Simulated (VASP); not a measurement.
# CdS (P6_3mc) in VASP: a series of runs

Runs on CdS. Level: LDA. Tasks: single point, relaxation of cell and atoms.

All numbers are computed with VASP 6.6.1; they aren't measurements. Logs are shortened: lines on timing, memory, paths and dates and some standing lists are left out, and cuts for length are marked.

## (1) The cell of the first run

It takes space group P6_3mc (No. 186, hexagonal). Conventional cell: a = 4.074 Å, b = 4.074 Å, c = 6.638 Å, α = 90.00°, β = 90.00°, γ = 120.00°. Cd (site symmetry 3m) has 4 S at 2.49 to 2.50 Å within 3.3 Å. S (site symmetry 3m) has 4 Cd at 2.49 to 2.50 Å within 3.3 Å.

## (2) Single point, LDA

INCAR

```
  PREC = Accurate
  ENCUT = 520
  EDIFF = 1E-7
  ISMEAR = 0
  SIGMA = 0.02
  LREAL = False
  LASPH = True
  NELM = 80
  ALGO = Normal
  ISIF = 2
  LWAVE = False
  LCHARG = False
  NBANDS = 26
```

KPOINTS

```
Automatic mesh
0
Gamma
  6 6 4
```

POSCAR

```
CdS
1.0
    4.0744095641      0.0000000000      0.0000000000
   -2.0372047820      3.5285421879      0.0000000000
    0.0000000000      0.0000000000      6.6375634301
Cd S
2 2
Direct
    0.6666666667      0.3333333333      0.5004406311
    0.3333333333      0.6666666667      0.0004406311
    0.6666666667      0.3333333333      0.8765593689
    0.3333333333      0.6666666667      0.3765593689
```

Potentials or basis: VASP PAW LDA potentials, release 64 (Cd, S).

Started as:

```console
$ cat potpaw_LDA.64/Cd/POTCAR potpaw_LDA.64/S/POTCAR > POTCAR
$ mpirun -np 1 vasp_std > vasp.out
```

OUTCAR:

```text
PREC = Accurate
   ENCUT = 520
   EDIFF = 1E-7
   ISMEAR = 0
   LREAL = False
   LASPH = True
   NELM = 80
   ISIF = 2

 ion  position               nearest neighbor table
   1  0.667  0.333  0.500-   4 2.49   4 2.49   4 2.49   3 2.50
   2  0.333  0.667  0.000-   3 2.49   3 2.49   3 2.49   4 2.50
   3  0.667  0.333  0.877-   2 2.49   2 2.49   2 2.49   1 2.50
   4  0.333  0.667  0.377-   1 2.49   1 2.49   1 2.49   2 2.50

  LATTYP: Found a hexagonal cell.
 ALAT       =     4.0744095641
 C/A-ratio  =     1.6290859634

  Lattice vectors:

 A1 = (   4.0744095641,   0.0000000000,   0.0000000000)
 A2 = (  -2.0372047820,   3.5285421879,   0.0000000000)
 A3 = (   0.0000000000,   0.0000000000,   6.6375634301)

Analysis of symmetry for initial positions (statically):
=====================================================================
 Subroutine PRICEL returns:
 Original cell was already a primitive cell.

 Routine SETGRP: Setting up the symmetry group for a
 hexagonal supercell.

 Subroutine GETGRP returns: Found 12 space group operations
 (whereof  6 operations were pure point group operations)
 out of a pool of 24 trial point group operations.

The static configuration has the point symmetry C_3v.
 The point group associated with its full space group is C_6v.

Analysis of symmetry for dynamics (positions and initial velocities):
=====================================================================
 Subroutine PRICEL returns:
 Original cell was already a primitive cell.

 Routine SETGRP: Setting up the symmetry group for a
 hexagonal supercell.

 Subroutine GETGRP returns: Found 12 space group operations
 (whereof  6 operations were pure point group operations)
 out of a pool of 24 trial point group operations.

The dynamic configuration has the point symmetry C_3v.
 The point group associated with its full space group is C_6v.

 Subroutine INISYM returns: Found 12 space group operations
 (whereof  6 operations are pure point group operations),
 and found     1 'primitive' translations

----------------------------------------------------------------------------------------

                                     Primitive cell

  volume of cell :      95.4264

  direct lattice vectors                    reciprocal lattice vectors
     4.074409564  0.000000000  0.000000000     0.245434335  0.141701579  0.000000000
    -2.037204782  3.528542188  0.000000000     0.000000000  0.283403158  0.000000000
     0.000000000  0.000000000  6.637563430     0.000000000  0.000000000  0.150657694

  length of vectors
     4.074409564  4.074409564  6.637563430     0.283403158  0.283403158  0.150657694

  position of ions in fractional coordinates (direct lattice)
     0.666666667  0.333333333  0.500440631
     0.333333333  0.666666667  0.000440631
     0.666666667  0.333333333  0.876559369
     0.333333333  0.666666667  0.376559369

  ion indices of the primitive-cell ions
   primitive index   ion index
                 1           1
                 2           2
                 3           3
                 4           4

----------------------------------------------------------------------------------------

 KPOINTS: Automatic mesh

Automatic generation of k-mesh.
 Grid dimensions read from file:
 generate k-points for:    6    6    4

 Generating k-lattice:

  Cartesian coordinates                     Fractional coordinates (reciprocal lattice)
     0.040905722  0.023616930  0.000000000     0.166666667  0.000000000  0.000000000
     0.000000000  0.047233860  0.000000000     0.000000000  0.166666667  0.000000000
     0.000000000  0.000000000  0.037664423     0.000000000  0.000000000  0.250000000

  Length of vectors
     0.047233860  0.047233860  0.037664423

  Shift w.r.t. Gamma in fractional coordinates (k-lattice)
     0.000000000  0.000000000  0.000000000

 Subroutine IBZKPT returns following result:
 ===========================================

 Found     21 irreducible k-points:

 Following reciprocal coordinates:
            Coordinates               Weight
  0.000000  0.000000  0.000000      1.000000
  0.166667 -0.000000  0.000000      6.000000
  0.333333 -0.000000  0.000000      6.000000
  0.500000  0.000000  0.000000      3.000000
  0.166667  0.166667  0.000000      6.000000
  0.333333  0.166667  0.000000     12.000000
[... 13 lines left out ...]
  0.333333  0.166667  0.500000     12.000000
  0.333333  0.333333  0.500000      2.000000
   k-points           NKPTS =     21   k-points in BZ     NKDIM =     21   number of bands    NBANDS=     26
   number of dos      NEDOS =    301   number of ions     NIONS =      4
   total plane-waves  NPLWV =  45000
   dimension x,y,z NGX =    30 NGY =   30 NGZ =   50
   dimension x,y,z NGXF=    60 NGYF=   60 NGZF=  100
   ions per type =               2   2
   NGX,Y,Z   is equivalent  to a cutoff of  12.24, 12.24, 12.52 a.u.
   NGXF,Y,Z  is equivalent  to a cutoff of  24.48, 24.48, 25.05 a.u.
 SYSTEM =  unknown system
   PREC   = accura    normal or accurate (medium, high low for compatibility)
   ISTART =      0    job   : 0-new  1-cont  2-samecut
   ICHARG =      2    charge: 1-file 2-atom 10-const
   ISPIN  =      1    spin polarized calculation?
   LNONCOLLINEAR =      F non collinear calculations
   LSORBIT =      F    spin-orbit coupling
   LASPH  =      T    aspherical Exc in radial PAW
   ENCUT  =  520.0 eV  38.22 Ry    6.18 a.u.   7.58  7.58 12.34*2*pi/ulx,y,z
   NELM   =     80;   NELMIN=  2; NELMDL= -5     # of ELM steps
   EDIFF  = 0.1E-06   stopping-criterion for ELM
   LREAL  =      F    real-space projection
   EDIFFG = 0.1E-05   stopping-criterion for IOM
   NSW    =      0    number of steps for IOM
   IBRION =     -1    ionic relax: 0-MD 1-quasi-New 2-CG
   NFREE  =      0    steps in history (QN), initial steepest desc. (CG)
   ISIF   =      2    stress and relaxation
   ISYM   =      2    0-nonsym 1-usesym 2-fastsym
   POTIM  = 0.5000    time-step for ionic-motion
   TEBEG  =    0.0;   TEEND  =   0.0 temperature during run
   PSTRESS=    0.0 pullay stress
   NELECT =      36.0000    total number of electrons
   NUPDOWN=      -1.0000    fix difference up-down
   EMIN   =  10.00;   EMAX   =-10.00  energy-range for DOS
   EFERMI =   0.00;   METHOD = LEGACY
   ISMEAR =     0;   SIGMA  =   0.02  broadening in eV -4-tet -1-fermi 0-gaus
   EFERMI_NEDOS =   21; number of points for ismear=-14 and -15
   IALGO  =     38    algorithm
   IMIX   =      4    mixing-type and parameters
     AMIX     =   0.40;   BMIX     =  1.00
     AMIX_MAG =   1.60;   BMIX_MAG =  1.00
  volume/ion in A,a.u.               =      23.86       160.99
  Fermi-wavevector in a.u.,A,eV,Ry     =   1.182913  2.235381 19.038400  1.399283
  Thomas-Fermi vector in A             =   2.319158
   LORBIT       =      0    0 simple, 1 ext, 2 COOP (PROOUT), +10 PAW based schemes
   GGA     = CA    functional components
   LHFCALC =     F    Hartree Fock is set to
   AEXX    =    0.0000 exact exchange contribution
   IVDW    =     0    specifies the selected vdW correction
   LEPSILON=     F    determine dielectric tensor
   LRPA    =     F    only Hartree local field effects (RPA)
 non-spin polarized calculation
 Gauss-broadening in eV      SIGMA  =   0.02
  energy-cutoff  :      520.00
  volume of cell :       95.43
 maximum number of plane-waves:      2593
   NGX = 15   NGY = 15   NGZ = 25

 number of electron      36.0000025 magnetization

 Free energy of the ion-electron system (eV)
  ---------------------------------------------------
  ext. energy  EPLUGINS =         0.00000000
  ---------------------------------------------------
  free energy    TOTEN  =       -14.81477719 eV

  energy without entropy =      -14.81477719  energy(sigma->0) =      -14.81477719

 E-fermi :   1.5813     XC(G=0):  -9.7586

 val. band max:        1.4794976354   @ k =   0.0000   0.0000   0.0000
 cond. band min:       2.5345011350   @ k =   0.0000   0.0000   0.0000
 fundamental gap:      1.0550034995
 Fermi energy:         1.5813047090

 k-point     1 :       0.0000    0.0000    0.0000
  band No.  band energies     occupation
      1     -11.1334      2.00000
      2     -10.6450      2.00000
      3      -6.4393      2.00000
      4      -6.4285      2.00000
      5      -6.4285      2.00000
      6      -6.3348      2.00000
[... 18 lines left out ...]
     25       8.9389      0.00000
     26       9.0690      0.00000

 k-point     2 :       0.1667   -0.0000    0.0000
  band No.  band energies     occupation
      1     -11.0257      2.00000
      2     -10.5988      2.00000
      3      -6.4043      2.00000
      4      -6.3864      2.00000
      5      -6.3573      2.00000
      6      -6.2831      2.00000
[... 18 lines left out ...]
     25       8.8792      0.00000
     26       9.5480      0.00000

 k-point     3 :       0.3333   -0.0000    0.0000
  band No.  band energies     occupation
      1     -10.7930      2.00000
      2     -10.5217      2.00000
      3      -6.3444      2.00000
      4      -6.3228      2.00000
      5      -6.1962      2.00000
      6      -6.1497      2.00000
[... 18 lines left out ...]
     25       9.6396      0.00000
     26      10.2775      0.00000

 k-point     4 :       0.5000    0.0000    0.0000
  band No.  band energies     occupation
      1     -10.6558      2.00000
      2     -10.5035      2.00000
      3      -6.3288      2.00000
      4      -6.3040      2.00000
      5      -6.1039      2.00000
      6      -6.0909      2.00000
[... 18 lines left out ...]
     25       9.6911      0.00000
     26      11.6069      0.00000
[... 409 lines left out ...]
      1     -10.6860      2.00000
      2     -10.6860      2.00000
      3      -6.2924      2.00000
      4      -6.2924      2.00000
      5      -6.2626      2.00000
      6      -6.2626      2.00000
[... 18 lines left out ...]
     25       9.3478      0.00000
     26       9.3478      0.00000

 k-point    20 :       0.3333    0.1667    0.5000
  band No.  band energies     occupation
      1     -10.5680      2.00000
      2     -10.5680      2.00000
      3      -6.2662      2.00000
      4      -6.2662      2.00000
      5      -6.2052      2.00000
      6      -6.2052      2.00000
[... 18 lines left out ...]
     25       9.8408      0.00000
     26       9.8408      0.00000

 k-point    21 :       0.3333    0.3333    0.5000
  band No.  band energies     occupation
      1     -10.5302      2.00000
      2     -10.5302      2.00000
      3      -6.2277      2.00000
      4      -6.2277      2.00000
      5      -6.2080      2.00000
      6      -6.2080      2.00000
[... 18 lines left out ...]
     25      10.6451      0.00000
     26      10.6451      0.00000

------------------------ aborting loop because EDIFF is reached ----------------------------------------

  FORCE on cell =-STRESS in cart. coord.  units (eV):
  Direction    XX          YY          ZZ          XY          YZ          ZX
  --------------------------------------------------------------------------------------
  -------------------------------------------------------------------------------------
  Total        0.3205405      0.3205405      0.3202160      0.0000000      0.0000000      0.0000000
  in kB        5.3817658      5.3817658      5.3763177      0.0000000      0.0000000      0.0000000
  external PRESSURE =       5.3799497 kB  Pullay stress =       0.0000000 kB

 VOLUME and BASIS-vectors are now :
 -----------------------------------------------------------------------------
  energy-cutoff  :      520.00
  volume of cell :       95.43
      direct lattice vectors                 reciprocal lattice vectors
     4.074409564  0.000000000  0.000000000     0.245434335  0.141701579  0.000000000
    -2.037204782  3.528542188  0.000000000     0.000000000  0.283403158  0.000000000
     0.000000000  0.000000000  6.637563430     0.000000000  0.000000000  0.150657694

 POSITION                                       TOTAL-FORCE (eV/Angst)
 -----------------------------------------------------------------------------------
      2.03720      1.17618      3.32171        -0.000000      0.000000      0.001140
     -0.00000      2.35236      0.00292        -0.000000     -0.000000      0.001140
      2.03720      1.17618      5.81822         0.000000      0.000000     -0.001140
     -0.00000      2.35236      2.49944        -0.000000      0.000000     -0.001140
 -----------------------------------------------------------------------------------
    total drift:                                0.000000      0.000000     -0.000002

  FREE ENERGIE OF THE ION-ELECTRON SYSTEM (eV)
  ---------------------------------------------------
  free  energy   TOTEN  =       -14.8147771869 eV

  energy  without entropy=      -14.8147771869  energy(sigma->0) =      -14.81477719
```

It took 37 s on 1 thread of Intel Xeon Platinum 8488C (Sapphire Rapids), shared host; peak memory 0.19 GiB.

What came out:

- Free energy: -14.8148 eV
- Pressure: 0.5 GPa
- Band gap on the k mesh: 1.05 eV

## (3) Relaxation of cell and atoms, LDA

This run uses another cell than the first one, of 25.51 Å³/atom.

INCAR

```
SYSTEM = CdS
PREC = Accurate
ENCUT = 600
EDIFF = 1E-7
ISMEAR = 0
SIGMA = 0.02
LREAL = .FALSE.
LASPH = .TRUE.
NELM = 60
ALGO = Normal
ISIF = 3
LWAVE = .FALSE.
LCHARG = .FALSE.
GGA = CA
IBRION = 2
NSW = 100
EDIFFG = -0.002
```

KPOINTS

```
Automatic mesh
0
G
  6 6 4
  0 0 0
```

POSCAR

```
CdS
1.0
    4.1688381000      0.0000000000      0.0000000000
   -2.0844190500      3.6103197000      0.0000000000
    0.0000000000      0.0000000000      6.7796174100
Cd S
2 2
Direct
    0.6666666700      0.3333333300      0.5002243700
    0.3333333300      0.6666666700      0.0002243700
    0.6666666700      0.3333333300      0.8767756300
    0.3333333300      0.6666666700      0.3767756300
```

Potentials or basis: VASP PAW LDA potentials, release 64 (Cd, S).

Started as:

```console
$ cat potpaw_LDA.64/Cd/POTCAR potpaw_LDA.64/S/POTCAR > POTCAR
$ mpirun -np 1 vasp_std > vasp.out
```

It took 2.4 min on 1 thread of Intel Xeon Platinum 8488C (Sapphire Rapids), shared host; peak memory 0.24 GiB.

The run converged. Its results:

| Property | Result |
| --- | --- |
| Free energy | -14.8179 eV |
| Relaxed volume | 24.03 Å³/atom |
| Relaxed cell | a = 4.085 Å, b = 4.085 Å, c = 6.652 Å, α = 90.00°, β = 90.00°, γ = 120.00° |
| Space group after relaxing (to 0.1 Å) | P6_3mc (No. 186) |
| Energy gained by relaxing | 17.2 meV/atom |
| Ionic steps | 9 |
| Pressure after relaxing | 0.0 GPa |
| Band gap on the k mesh | 1.04 eV |

Step by step:
```csv
step,energy change (eV),largest force (eV/Å),pressure (GPa),volume (Å³)
1,0.0000,0.0026,-3.52,102.04
2,-0.0580,0.0096,1.61,93.99
3,-0.0686,0.0053,0.00,96.13
4,-0.0686,0.0055,0.08,96.01
5,-0.0686,0.0044,-0.03,96.18
6,-0.0686,0.0046,-0.01,96.15
7,-0.0686,0.0047,-0.01,96.14
8,-0.0686,0.0038,0.00,96.14
9,-0.0686,0.0014,0.00,96.14
```

Final structure:
```yaml
crystal:
  lattice:
    - [4.08507, 0.00000, 0.00000]
    - [-2.04254, 3.53778, 0.00000]
    - [0.00000, 0.00000, 6.65203]
  atoms:
    - { symbol: Cd, position: [0.66667, 0.33333, 0.50037] }
    - { symbol: Cd, position: [0.33333, 0.66667, 0.00037] }
    - { symbol: S, position: [0.66667, 0.33333, 0.87663] }
    - { symbol: S, position: [0.33333, 0.66667, 0.37663] }
```

Levels at points of the mesh, in eV from the valence-band top:
| k point | band 15 | band 16 | band 17 | band 18 | band 19 | band 20 | band 21 | band 22 |
| --- | --- | --- | --- | --- | --- | --- | --- | --- |
| (0.00, 0.00, 0.00) | -0.83 | -0.06 | 0.00 | 0.00 | 1.04 | 2.62 | 6.29 | 6.29 |
| (0.50, 0.00, 0.00) | -2.88 | -2.04 | -1.44 | -0.83 | 3.60 | 3.67 | 4.88 | 6.33 |
| (0.00, 0.00, 0.50) | -0.43 | -0.43 | -0.43 | -0.43 | 2.71 | 2.71 | 6.01 | 6.01 |
| (0.50, 0.00, 0.50) | -1.47 | -1.47 | -1.45 | -1.45 | 3.26 | 3.26 | 5.21 | 5.21 |
